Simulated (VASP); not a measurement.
# ScAl2N3 (R-3m) in VASP: single point with PBE

Aim: the single point of ScAl2N3 with PBE.

Program: VASP 6.6.1. These are calculated values, not measurements. Logs are shortened: lines on timing, memory, paths and dates and some standing lists are left out, and cuts for length are marked.

## (1) The cell of the first run

It takes space group R-3m (No. 166, trigonal). The conventional cell has a = 5.616 Å, b = 5.616 Å, c = 9.569 Å, α = 90.00°, β = 90.00°, γ = 120.00°. Within 3.0 Å of Sc (site symmetry -3m) lie 6 N at 2.27 Å and 2 Al at 2.47 Å. Al (site symmetry 3m) has 3 N at 1.84 Å and 1 Sc at 2.47 Å within 2.5 Å. N (site symmetry 2/m) has 2 Al at 1.84 Å and 2 Sc at 2.27 Å within 2.4 Å.

## (2) Single point, PBE

File POSCAR:

```
ScAl2N3
1.0
    2.8080657006      1.6212374882      3.1896832801
   -2.8080657006      1.6212374882      3.1896832801
    0.0000000000     -3.2424749763      3.1896832801
Sc Al N
1 2 3
Direct
    0.0000000000      0.0000000000      0.0000000000
    0.2582974392      0.2582974392      0.2582974392
    0.7417025608      0.7417025608      0.7417025608
    0.0000000000      0.5000000000      0.0000000000
    0.0000000000      0.0000000000      0.5000000000
    0.5000000000      0.0000000000      0.0000000000
```

File INCAR.step1:

```
SYSTEM = ScAl2N3
ALGO = Normal
EDIFF = 1E-6
ENCUT = 520
GGA = PE
ISIF = 2
ISMEAR = 0
LASPH = .True.
LCHARG = .True.
LMAXMIX = 4
LREAL = .False.
LWAVE = .False.
NBANDS = 25
NELM = 100
PREC = Accurate
SIGMA = 0.1
```

File KPOINTS.step1:

```
k-points
0
Gamma
  12 12 12
  0 0 0
```

File INCAR.step2:

```
SYSTEM = ScAl2N3
ALGO = Normal
EDIFF = 1E-6
ENCUT = 520
GGA = PE
ICHARG = 11
ISIF = 2
ISMEAR = -5
LASPH = .True.
LCHARG = .False.
LMAXMIX = 4
LORBIT = 10
LREAL = .False.
LWAVE = .False.
NEDOS = 1001
NELM = 100
PREC = Accurate
SIGMA = 0.1
```

File KPOINTS.step2:

```
k-points
0
Gamma
  18 18 18
  0 0 0
```

Potentials or basis: VASP PAW PBE potentials, release 64 (Sc_sv, Al, N).

On the command line:

```
$ cat potpaw_PBE.64/Sc_sv/POTCAR potpaw_PBE.64/Al/POTCAR potpaw_PBE.64/N/POTCAR > POTCAR
$ cp INCAR.step1 INCAR
$ cp KPOINTS.step1 KPOINTS
$ mpirun -np 1 vasp_std > vasp.out
$ cp INCAR.step2 INCAR
$ cp KPOINTS.step2 KPOINTS
$ mpirun -np 1 vasp_std > vasp.out
```

OUTCAR:

```text
SYSTEM = ScAl2N3
   EDIFF = 1E-6
   ENCUT = 520
   GGA = PE
   ICHARG = 11
   ISIF = 2
   ISMEAR = -5
   LASPH = .True.
   LORBIT = 10
   LREAL = .False.
   NELM = 100
   PREC = Accurate

 ion  position               nearest neighbor table
   1  0.000  0.000  0.000-   5 2.27   5 2.27   6 2.27   4 2.27   4 2.27   6 2.27   2 2.47   3 2.47
                             2 3.32   3 3.32   2 3.32   3 3.32   2 3.32   3 3.32
   2  0.258  0.258  0.258-   4 1.84   6 1.84   5 1.84   1 2.47   1 3.32   1 3.32   1 3.32
   3  0.742  0.742  0.742-   4 1.84   6 1.84   5 1.84   1 2.47   1 3.32   1 3.32   1 3.32
   4  0.000  0.500  0.000-   2 1.84   3 1.84   1 2.27   1 2.27
   5  0.000  0.000  0.500-   2 1.84   3 1.84   1 2.27   1 2.27
   6  0.500  0.000  0.000-   2 1.84   3 1.84   1 2.27   1 2.27

  LATTYP: Found a trigonal (rhomboedric) cell.
 ALAT       =     4.5483759079
 COS(alpha) =     0.2376896359

  Lattice vectors:

 A1 = (   2.8080657006,   1.6212374882,   3.1896832801)
 A2 = (  -2.8080657006,   1.6212374882,   3.1896832801)
 A3 = (   0.0000000000,  -3.2424749763,   3.1896832801)

Analysis of symmetry for initial positions (statically):
=====================================================================
 Subroutine PRICEL returns:
 Original cell was already a primitive cell.

 Routine SETGRP: Setting up the symmetry group for a
 trigonal (rhombohedral) supercell.

 Subroutine GETGRP returns: Found 12 space group operations
 (whereof 12 operations were pure point group operations)
 out of a pool of 12 trial point group operations.

The static configuration has the point symmetry D_3d.

Analysis of symmetry for dynamics (positions and initial velocities):
=====================================================================
 Subroutine PRICEL returns:
 Original cell was already a primitive cell.

 Routine SETGRP: Setting up the symmetry group for a
 trigonal (rhombohedral) supercell.

 Subroutine GETGRP returns: Found 12 space group operations
 (whereof 12 operations were pure point group operations)
 out of a pool of 12 trial point group operations.

The dynamic configuration has the point symmetry D_3d.

 Subroutine INISYM returns: Found 12 space group operations
 (whereof 12 operations are pure point group operations),
 and found     1 'primitive' translations

----------------------------------------------------------------------------------------

                                     Primitive cell

  volume of cell :      87.1270

  direct lattice vectors                    reciprocal lattice vectors
     2.808065701  1.621237488  3.189683280     0.178058512  0.102802130  0.104503584
    -2.808065701  1.621237488  3.189683280    -0.178058512  0.102802130  0.104503584
     0.000000000 -3.242474976  3.189683280     0.000000000 -0.205604260  0.104503584

  length of vectors
     4.548375908  4.548375908  4.548375908     0.230638485  0.230638485  0.230638485

  position of ions in fractional coordinates (direct lattice)
     0.000000000  0.000000000  0.000000000
     0.258297439  0.258297439  0.258297439
     0.741702561  0.741702561  0.741702561
     1.000000000  0.500000000  0.000000000
     1.000000000  1.000000000  0.500000000
     0.500000000  1.000000000  0.000000000

  ion indices of the primitive-cell ions
   primitive index   ion index
                 1           1
                 2           2
                 3           3
                 4           4
                 5           5
                 6           6

----------------------------------------------------------------------------------------

 KPOINTS: k-points

Automatic generation of k-mesh.
 Grid dimensions read from file:
 generate k-points for:   18   18   18

 Generating k-lattice:

  Cartesian coordinates                     Fractional coordinates (reciprocal lattice)
     0.009892140  0.005711229  0.005805755     0.055555556 -0.000000000 -0.000000000
    -0.009892140  0.005711229  0.005805755    -0.000000000  0.055555556 -0.000000000
     0.000000000 -0.011422459  0.005805755    -0.000000000 -0.000000000  0.055555556

  Length of vectors
     0.012813249  0.012813249  0.012813249

  Shift w.r.t. Gamma in fractional coordinates (k-lattice)
     0.000000000  0.000000000  0.000000000

 TETIRR: Found   2916 inequivalent tetrahedra from    34992

 Subroutine IBZKPT returns following result:
 ===========================================

 Found    580 irreducible k-points:

 Following reciprocal coordinates:
            Coordinates               Weight
  0.000000  0.000000  0.000000      1.000000
  0.055556  0.000000  0.000000      6.000000
  0.111111  0.000000  0.000000      6.000000
  0.166667  0.000000  0.000000      6.000000
  0.222222 -0.000000  0.000000      6.000000
  0.277778  0.000000  0.000000      6.000000
[... 16 lines left out ...]
 -0.277778  0.055556  0.000000     12.000000
 -0.222222  0.055556 -0.000000     12.000000
 [... further k-points ...]
   k-points           NKPTS =    580   k-points in BZ     NKDIM =    580   number of bands    NBANDS=     20
   number of dos      NEDOS =   1001   number of ions     NIONS =      6
   total plane-waves  NPLWV =  46656
   dimension x,y,z NGX =    36 NGY =   36 NGZ =   36
   dimension x,y,z NGXF=    72 NGYF=   72 NGZF=   72
   ions per type =               1   2   3
   NGX,Y,Z   is equivalent  to a cutoff of  13.16, 13.16, 13.16 a.u.
   NGXF,Y,Z  is equivalent  to a cutoff of  26.32, 26.32, 26.32 a.u.
 SYSTEM =  ScAl2N3
   PREC   = accura    normal or accurate (medium, high low for compatibility)
   ISTART =      0    job   : 0-new  1-cont  2-samecut
   ICHARG =     11    charge: 1-file 2-atom 10-const
   ISPIN  =      1    spin polarized calculation?
   LNONCOLLINEAR =      F non collinear calculations
   LSORBIT =      F    spin-orbit coupling
   LASPH  =      T    aspherical Exc in radial PAW
   ENCUT  =  520.0 eV  38.22 Ry    6.18 a.u.   8.46  8.46  8.46*2*pi/ulx,y,z
   NELM   =    100;   NELMIN=  2; NELMDL=  0     # of ELM steps
   EDIFF  = 0.1E-05   stopping-criterion for ELM
   LREAL  =      F    real-space projection
[... 7 lines left out ...]
   TEBEG  =    0.0;   TEEND  =   0.0 temperature during run
   PSTRESS=    0.0 pullay stress
   NELECT =      32.0000    total number of electrons
   NUPDOWN=      -1.0000    fix difference up-down
   EMIN   =  10.00;   EMAX   =-10.00  energy-range for DOS
   EFERMI =   0.00;   METHOD = LEGACY
   ISMEAR =    -5;   SIGMA  =   0.10  broadening in eV -4-tet -1-fermi 0-gaus
   EFERMI_NEDOS =   21; number of points for ismear=-14 and -15
   IALGO  =     38    algorithm
   IMIX   =      4    mixing-type and parameters
     AMIX     =   0.40;   BMIX     =  1.00
     AMIX_MAG =   1.60;   BMIX_MAG =  1.00
  volume/ion in A,a.u.               =      14.52        97.99
  Fermi-wavevector in a.u.,A,eV,Ry     =   1.172395  2.215505 18.701341  1.374510
  Thomas-Fermi vector in A             =   2.308824
   LORBIT       =     10    0 simple, 1 ext, 2 COOP (PROOUT), +10 PAW based schemes
   GGA     = PE    functional components
   LHFCALC =     F    Hartree Fock is set to
   AEXX    =    0.0000 exact exchange contribution
   IVDW    =     0    specifies the selected vdW correction
   LEPSILON=     F    determine dielectric tensor
   LRPA    =     F    only Hartree local field effects (RPA)
 non-spin polarized calculation
 Fermi weights with tetrahedron method with Bloechl corrections
  energy-cutoff  :      520.00
  volume of cell :       87.13
 maximum number of plane-waves:      2376
 NGX is ok and might be reduce to    36

 number of electron      31.9999994 magnetization

 Free energy of the ion-electron system (eV)
  ---------------------------------------------------
  ext. energy  EPLUGINS =         0.00000000
  ---------------------------------------------------
  free energy    TOTEN  =       -40.99139015 eV

  energy without entropy =      -40.99139015  energy(sigma->0) =      -40.99139015

 E-fermi :   4.2461     XC(G=0):  -9.7244

 val. band max:        4.2642373798   @ k =   0.2778   0.2778   0.0556
 cond. band min:       4.2365399444   @ k =  -0.1111  -0.4444   0.0556
 fundamental gap:     -0.0276974354
 Fermi energy:         4.2461363512

 k-point     1 :       0.0000    0.0000    0.0000
  band No.  band energies     occupation
      1     -44.6090      2.00000
      2     -23.3992      2.00000
      3     -23.2447      2.00000
      4     -23.2447      2.00000
      5     -10.8088      2.00000
      6      -8.9447      2.00000
[... 12 lines left out ...]
     19       5.9191      0.00000
     20       6.4254      0.00000

 k-point     2 :       0.0556    0.0000    0.0000
  band No.  band energies     occupation
      1     -44.6089      2.00000
      2     -23.3996      2.00000
      3     -23.2452      2.00000
      4     -23.2447      2.00000
      5     -10.7957      2.00000
      6      -8.9529      2.00000
[... 12 lines left out ...]
     19       5.9745      0.00000
     20       6.4708      0.00000
[... 465 lines left out ...]
      3     -23.2527      2.00000
      4     -23.2445      2.00000
      5     -10.4846      2.00000
      6      -9.1829      2.00000
[... 12 lines left out ...]
     19       6.9079      0.00000
     20       7.1017      0.00000

 k-point    24 :      -0.2222    0.0556   -0.0000
  band No.  band energies     occupation
      1     -44.6088      2.00000
      2     -23.4055      2.00000
      3     -23.2505      2.00000
      4     -23.2447      2.00000
      5     -10.5812      2.00000
      6      -9.1158      2.00000
[... 12 lines left out ...]
     19       6.6089      0.00000
     20       6.9767      0.00000

 [... further k-points ...]

------------------------ aborting loop because EDIFF is reached ----------------------------------------

  FORCE on cell =-STRESS in cart. coord.  units (eV):
  Direction    XX          YY          ZZ          XY          YZ          ZX
  --------------------------------------------------------------------------------------
  -------------------------------------------------------------------------------------
  Total        0.2124345      0.2124345      0.2266153      0.0000000      0.0000000      0.0000000
  in kB        3.9064560      3.9064560      4.1672261      0.0000000      0.0000000      0.0000000
  external PRESSURE =       3.9933794 kB  Pullay stress =       0.0000000 kB

 VOLUME and BASIS-vectors are now :
 -----------------------------------------------------------------------------
  energy-cutoff  :      520.00
  volume of cell :       87.13
      direct lattice vectors                 reciprocal lattice vectors
     2.808065701  1.621237488  3.189683280     0.178058512  0.102802130  0.104503584
    -2.808065701  1.621237488  3.189683280    -0.178058512  0.102802130  0.104503584
     0.000000000 -3.242474976  3.189683280     0.000000000 -0.205604260  0.104503584

 POSITION                                       TOTAL-FORCE (eV/Angst)
 -----------------------------------------------------------------------------------
      0.00000      0.00000      0.00000         0.000000      0.000000      0.000000
      0.00000      0.00000      2.47166         0.000000     -0.000000     -0.027726
      0.00000      0.00000      7.09739         0.000000      0.000000      0.027726
     -1.40403      0.81062      1.59484        -0.000000      0.000000      0.000000
      0.00000     -1.62124      1.59484         0.000000      0.000000      0.000000
      1.40403      0.81062      1.59484         0.000000      0.000000      0.000000
 -----------------------------------------------------------------------------------
    total drift:                                0.000000      0.000000     -0.000000

  FREE ENERGIE OF THE ION-ELECTRON SYSTEM (eV)
  ---------------------------------------------------
  free  energy   TOTEN  =       -40.9913901502 eV

  energy  without entropy=      -40.9913901502  energy(sigma->0) =      -40.99139015

 total charge

# of ion       s       p       d       tot
------------------------------------------
    1        2.202   6.235   1.093   9.529
    2        0.374   0.410   0.000   0.784
    3        0.374   0.410   0.000   0.784
    4        1.256   2.481   0.000   3.737
    5        1.256   2.481   0.000   3.737
    6        1.256   2.481   0.000   3.737
--------------------------------------------------
tot          6.718  14.497   1.093  22.308
```

Wall time 8.4 min (1 thread of AMD EPYC 9R45 (Zen 5), shared host); peak memory 0.98 GiB.

What came out:

```yaml
Valence_electrons_inside_the_program's_atomic_spheres: Sc 9.53; Al 0.78; N 3.74
```

Levels at points of the mesh, in eV from the Fermi level:
```tsv
k point	band 13	band 14	band 15	band 16	band 17	band 18	band 19	band 20
(0.00, 0.00, 0.00)	-2.12	-1.95	-0.29	-0.29	0.34	1.67	1.67	2.18
(0.50, 0.00, 0.00)	-1.97	-1.87	-1.59	-0.25	-0.20	1.56	2.94	3.24
(0.50, 0.50, 0.00)	-2.86	-2.36	-2.02	-0.25	1.63	1.89	2.99	3.47
(0.50, 0.50, 0.50)	-2.95	-1.24	-1.24	0.25	0.64	2.83	3.73	4.11
```

Caveat: tetrahedron occupations give inexact forces and stress in metals.
